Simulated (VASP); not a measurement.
# KCr (Pm-3m) in VASP: single point with PBE

Aim: the single point of KCr with PBE.

Program: VASP 6.6.1. These are calculated values, not measurements. Logs are shortened: lines on timing, memory, paths and dates and some standing lists are left out, and cuts for length are marked.

### Step 1. The cell of the first run

It takes space group Pm-3m (No. 221, cubic). The conventional cell has a = 3.667 Å, b = 3.667 Å, c = 3.667 Å, α = 90.00°, β = 90.00°, γ = 90.00°. Within 4.2 Å of Cr (site symmetry m-3m) lie 8 K at 3.18 Å and 6 Cr at 3.67 Å. Within 4.2 Å of K (site symmetry m-3m) lie 8 Cr at 3.18 Å and 6 K at 3.67 Å.

### Step 2. Single point, PBE

Input file POSCAR:

```
KCr
1.0
    3.6669010000      0.0000000000      0.0000000000
    0.0000000000      3.6669010000      0.0000000000
    0.0000000000      0.0000000000      3.6669010000
Cr K
1 1
Direct
    0.0000000000      0.0000000000      0.0000000000
    0.5000000000      0.5000000000      0.5000000000
```

Input file INCAR.step1:

```
PREC = Accurate ; ENCUT = 400
EDIFF = 1E-6 ; ISMEAR = -1
SIGMA = 0.1 ; LREAL = False
LASPH = True ; NELM = 120
ALGO = Normal ; ISIF = 2
LWAVE = False ; LCHARG = True
LMAXMIX = 4 ; GGA = PE
NBANDS = 18 ; GGA_COMPAT = False
NEDOS = 2001 ; LORBIT = 11
```

Input file KPOINTS.step1:

```
regular mesh
0
Gamma
  9 9 9
```

Input file INCAR.step2:

```
PREC = Accurate ; ENCUT = 400
EDIFF = 1E-6 ; ISMEAR = -5
SIGMA = 0.1 ; LREAL = False
LASPH = True ; NELM = 120
ALGO = Normal ; ISIF = 2
LWAVE = False ; LCHARG = False
LMAXMIX = 4 ; GGA = PE
LORBIT = 11 ; NBANDS = 18
NEDOS = 1001 ; ICHARG = 11
GGA_COMPAT = False
```

Input file KPOINTS.step2:

```
regular mesh
0
Gamma
  14 14 14
```

Potentials or basis: VASP PAW PBE potentials, release 64 (Cr_pv, K_sv).

Run with:

```bash
$ cat potpaw_PBE.64/Cr_pv/POTCAR potpaw_PBE.64/K_sv/POTCAR > POTCAR
$ cp INCAR.step1 INCAR
$ cp KPOINTS.step1 KPOINTS
$ mpirun -np 1 vasp_std > vasp.out
$ cp INCAR.step2 INCAR
$ cp KPOINTS.step2 KPOINTS
$ mpirun -np 1 vasp_std > vasp.out
```

OUTCAR:

```text
PREC = Accurate
   ENCUT = 400
   EDIFF = 1E-6
   ISMEAR = -5
   LREAL = False
   LASPH = True
   NELM = 120
   ISIF = 2
   GGA = PE
   LORBIT = 11
   ICHARG = 11

 ion  position               nearest neighbor table
   1  0.000  0.000  0.000-   2 3.18   2 3.18   2 3.18   2 3.18   2 3.18   2 3.18   2 3.18   2 3.18

   2  0.500  0.500  0.500-   1 3.18   1 3.18   1 3.18   1 3.18   1 3.18   1 3.18   1 3.18   1 3.18

  LATTYP: Found a simple cubic cell.
 ALAT       =     3.6669010000

  Lattice vectors:

 A1 = (   3.6669010000,   0.0000000000,   0.0000000000)
 A2 = (   0.0000000000,   3.6669010000,   0.0000000000)
 A3 = (   0.0000000000,   0.0000000000,   3.6669010000)

Analysis of symmetry for initial positions (statically):
=====================================================================
 Subroutine PRICEL returns:
 Original cell was already a primitive cell.

 Routine SETGRP: Setting up the symmetry group for a
 simple cubic supercell.

 Subroutine GETGRP returns: Found 48 space group operations
 (whereof 48 operations were pure point group operations)
 out of a pool of 48 trial point group operations.

The static configuration has the point symmetry O_h .

Analysis of symmetry for dynamics (positions and initial velocities):
=====================================================================
 Subroutine PRICEL returns:
 Original cell was already a primitive cell.

 Routine SETGRP: Setting up the symmetry group for a
 simple cubic supercell.

 Subroutine GETGRP returns: Found 48 space group operations
 (whereof 48 operations were pure point group operations)
 out of a pool of 48 trial point group operations.

The dynamic configuration has the point symmetry O_h .

 Subroutine INISYM returns: Found 48 space group operations
 (whereof 48 operations are pure point group operations),
 and found     1 'primitive' translations

----------------------------------------------------------------------------------------

                                     Primitive cell

  volume of cell :      49.3057

  direct lattice vectors                    reciprocal lattice vectors
     3.666901000  0.000000000  0.000000000     0.272709844  0.000000000  0.000000000
     0.000000000  3.666901000  0.000000000     0.000000000  0.272709844  0.000000000
     0.000000000  0.000000000  3.666901000     0.000000000  0.000000000  0.272709844

  length of vectors
     3.666901000  3.666901000  3.666901000     0.272709844  0.272709844  0.272709844

  position of ions in fractional coordinates (direct lattice)
     0.000000000  0.000000000  0.000000000
     0.500000000  0.500000000  0.500000000

  ion indices of the primitive-cell ions
   primitive index   ion index
                 1           1
                 2           2

----------------------------------------------------------------------------------------

 KPOINTS: regular mesh

Automatic generation of k-mesh.
 Grid dimensions read from file:
 generate k-points for:   14   14   14

 Generating k-lattice:

  Cartesian coordinates                     Fractional coordinates (reciprocal lattice)
     0.019479275  0.000000000  0.000000000     0.071428571  0.000000000  0.000000000
     0.000000000  0.019479275  0.000000000     0.000000000  0.071428571  0.000000000
     0.000000000  0.000000000  0.019479275     0.000000000  0.000000000  0.071428571

  Length of vectors
     0.019479275  0.019479275  0.019479275

  Shift w.r.t. Gamma in fractional coordinates (k-lattice)
     0.000000000  0.000000000  0.000000000

 TETIRR: Found   1360 inequivalent tetrahedra from    16464

 Subroutine IBZKPT returns following result:
 ===========================================

 Found    120 irreducible k-points:

 Following reciprocal coordinates:
            Coordinates               Weight
  0.000000  0.000000  0.000000      1.000000
  0.071429  0.000000  0.000000      6.000000
  0.142857  0.000000  0.000000      6.000000
  0.214286  0.000000  0.000000      6.000000
  0.285714  0.000000  0.000000      6.000000
  0.357143  0.000000  0.000000      6.000000
[... 16 lines left out ...]
  0.285714  0.214286  0.000000     24.000000
  0.357143  0.214286  0.000000     24.000000
 [... further k-points ...]
   k-points           NKPTS =    120   k-points in BZ     NKDIM =    120   number of bands    NBANDS=     18
   number of dos      NEDOS =   1001   number of ions     NIONS =      2
   total plane-waves  NPLWV =  13824
   dimension x,y,z NGX =    24 NGY =   24 NGZ =   24
   dimension x,y,z NGXF=    48 NGYF=   48 NGZF=   48
   ions per type =               1   1
   NGX,Y,Z   is equivalent  to a cutoff of  10.88, 10.88, 10.88 a.u.
   NGXF,Y,Z  is equivalent  to a cutoff of  21.76, 21.76, 21.76 a.u.
 SYSTEM =  unknown system
   PREC   = accura    normal or accurate (medium, high low for compatibility)
   ISTART =      0    job   : 0-new  1-cont  2-samecut
   ICHARG =     11    charge: 1-file 2-atom 10-const
   ISPIN  =      1    spin polarized calculation?
   LNONCOLLINEAR =      F non collinear calculations
   LSORBIT =      F    spin-orbit coupling
   LASPH  =      T    aspherical Exc in radial PAW
   ENCUT  =  400.0 eV  29.40 Ry    5.42 a.u.   5.98  5.98  5.98*2*pi/ulx,y,z
   NELM   =    120;   NELMIN=  2; NELMDL=  0     # of ELM steps
   EDIFF  = 0.1E-05   stopping-criterion for ELM
   LREAL  =      F    real-space projection
   EDIFFG = 0.1E-04   stopping-criterion for IOM
   NSW    =      0    number of steps for IOM
   IBRION =     -1    ionic relax: 0-MD 1-quasi-New 2-CG
   NFREE  =      0    steps in history (QN), initial steepest desc. (CG)
   ISIF   =      2    stress and relaxation
   ISYM   =      2    0-nonsym 1-usesym 2-fastsym
   POTIM  = 0.5000    time-step for ionic-motion
   TEBEG  =    0.0;   TEEND  =   0.0 temperature during run
   PSTRESS=    0.0 pullay stress
   NELECT =      21.0000    total number of electrons
   NUPDOWN=      -1.0000    fix difference up-down
   EMIN   =  10.00;   EMAX   =-10.00  energy-range for DOS
   EFERMI =   0.00;   METHOD = LEGACY
   ISMEAR =    -5;   SIGMA  =   0.10  broadening in eV -4-tet -1-fermi 0-gaus
   EFERMI_NEDOS =   21; number of points for ismear=-14 and -15
   IALGO  =     38    algorithm
   IMIX   =      4    mixing-type and parameters
     AMIX     =   0.40;   BMIX     =  1.00
     AMIX_MAG =   1.60;   BMIX_MAG =  1.00
  volume/ion in A,a.u.               =      24.65       166.37
  Fermi-wavevector in a.u.,A,eV,Ry     =   1.231730  2.327632 20.642188  1.517158
  Thomas-Fermi vector in A             =   2.366528
   LORBIT       =     11    0 simple, 1 ext, 2 COOP (PROOUT), +10 PAW based schemes
   GGA     = PE    functional components
   LHFCALC =     F    Hartree Fock is set to
   AEXX    =    0.0000 exact exchange contribution
   IVDW    =     0    specifies the selected vdW correction
   LEPSILON=     F    determine dielectric tensor
   LRPA    =     F    only Hartree local field effects (RPA)
 non-spin polarized calculation
 Fermi weights with tetrahedron method with Bloechl corrections
  energy-cutoff  :      400.00
  volume of cell :       49.31
 maximum number of plane-waves:       916
 NGX is ok and might be reduce to    24

 number of electron      21.0000030 magnetization

 Free energy of the ion-electron system (eV)
  ---------------------------------------------------
  ext. energy  EPLUGINS =         0.00000000
  ---------------------------------------------------
  free energy    TOTEN  =        -4.97588436 eV

  energy without entropy =       -4.97588436  energy(sigma->0) =       -4.97588436

 E-fermi :   2.9821     XC(G=0):  -9.4041

 val. band max:        2.9859018651   @ k =   0.4286   0.3571   0.0000
 cond. band min:       2.9592662441   @ k =   0.4286   0.2857   0.2143
 fundamental gap:     -0.0266356210
 Fermi energy:         2.9821113252

 k-point     1 :       0.0000    0.0000    0.0000
  band No.  band energies     occupation
      1     -39.7142      2.00000
      2     -39.7142      2.00000
      3     -39.7142      2.00000
      4     -27.0944      2.00000
      5     -10.5000      2.00000
      6     -10.5000      2.00000
[... 10 lines left out ...]
     17      10.4568      0.00000
     18      10.5276      0.00000

 k-point     2 :       0.0714    0.0000    0.0000
  band No.  band energies     occupation
      1     -39.7149      2.00000
      2     -39.7144      2.00000
      3     -39.7144      2.00000
      4     -27.0925      2.00000
      5     -10.5261      2.00000
      6     -10.4982      2.00000
[... 10 lines left out ...]
     17      10.2478      0.00000
     18      10.4148      0.00000

 k-point     3 :       0.1429    0.0000    0.0000
  band No.  band energies     occupation
      1     -39.7160      2.00000
      2     -39.7141      2.00000
      3     -39.7141      2.00000
      4     -27.0871      2.00000
      5     -10.5980      2.00000
      6     -10.4933      2.00000
[... 10 lines left out ...]
     17       9.8179      0.00000
     18      10.4388      0.00000

 k-point     4 :       0.2143    0.0000    0.0000
  band No.  band energies     occupation
      1     -39.7177      2.00000
      2     -39.7139      2.00000
      3     -39.7139      2.00000
      4     -27.0794      2.00000
      5     -10.6994      2.00000
      6     -10.4860      2.00000
[... 375 lines left out ...]
      4     -27.0654      2.00000
      5     -10.6934      2.00000
      6     -10.6519      2.00000
[... 10 lines left out ...]
     17       9.3690      0.00000
     18      11.0343      0.00000

 k-point    23 :       0.2857    0.2143    0.0000
  band No.  band energies     occupation
      1     -39.7194      2.00000
      2     -39.7173      2.00000
      3     -39.7133      2.00000
      4     -27.0573      2.00000
      5     -10.7788      2.00000
      6     -10.6539      2.00000
[... 10 lines left out ...]
     17       9.3115      0.00000
     18      10.9723      0.00000

 k-point    24 :       0.3571    0.2143    0.0000
  band No.  band energies     occupation
      1     -39.7212      2.00000
      2     -39.7171      2.00000
      3     -39.7132      2.00000
      4     -27.0500      2.00000
      5     -10.8667      2.00000
      6     -10.6423      2.00000
[... 10 lines left out ...]
     17       9.2328      0.00000
     18      11.0590      0.00000

 [... further k-points ...]
[... 5 lines left out ...]
  --------------------------------------------------------------------------------------
  -------------------------------------------------------------------------------------
  Total       -0.4481486     -0.4481486     -0.4481486      0.0000000      0.0000000      0.0000000
  in kB      -14.5624723    -14.5624723    -14.5624723      0.0000000      0.0000000      0.0000000
  external PRESSURE =     -14.5624723 kB  Pullay stress =       0.0000000 kB

 VOLUME and BASIS-vectors are now :
 -----------------------------------------------------------------------------
  energy-cutoff  :      400.00
  volume of cell :       49.31
      direct lattice vectors                 reciprocal lattice vectors
     3.666901000  0.000000000  0.000000000     0.272709844  0.000000000  0.000000000
     0.000000000  3.666901000  0.000000000     0.000000000  0.272709844  0.000000000
     0.000000000  0.000000000  3.666901000     0.000000000  0.000000000  0.272709844

 POSITION                                       TOTAL-FORCE (eV/Angst)
 -----------------------------------------------------------------------------------
      0.00000      0.00000      0.00000         0.000000      0.000000      0.000000
      1.83345      1.83345      1.83345         0.000000      0.000000      0.000000
 -----------------------------------------------------------------------------------
    total drift:                                0.000000      0.000000     -0.000000

  FREE ENERGIE OF THE ION-ELECTRON SYSTEM (eV)
  ---------------------------------------------------
  free  energy   TOTEN  =        -4.9758843593 eV

  energy  without entropy=       -4.9758843593  energy(sigma->0) =       -4.97588436

 total charge

# of ion       s       p       d       tot
------------------------------------------
    1        0.346   6.041   4.087  10.474
    2        2.004   5.557   0.089   7.649
--------------------------------------------------
tot          2.350  11.597   4.176  18.123
```

It took 71 s on 1 thread of AMD EPYC 7R13, shared host; peak memory 0.19 GiB.

What came out:

| Item | Value |
| --- | --- |
| Valence electrons inside the program's atomic spheres | Cr 10.47; K 7.65 |

Caveat: the run has no spin polarisation, though such a crystal can be magnetic.
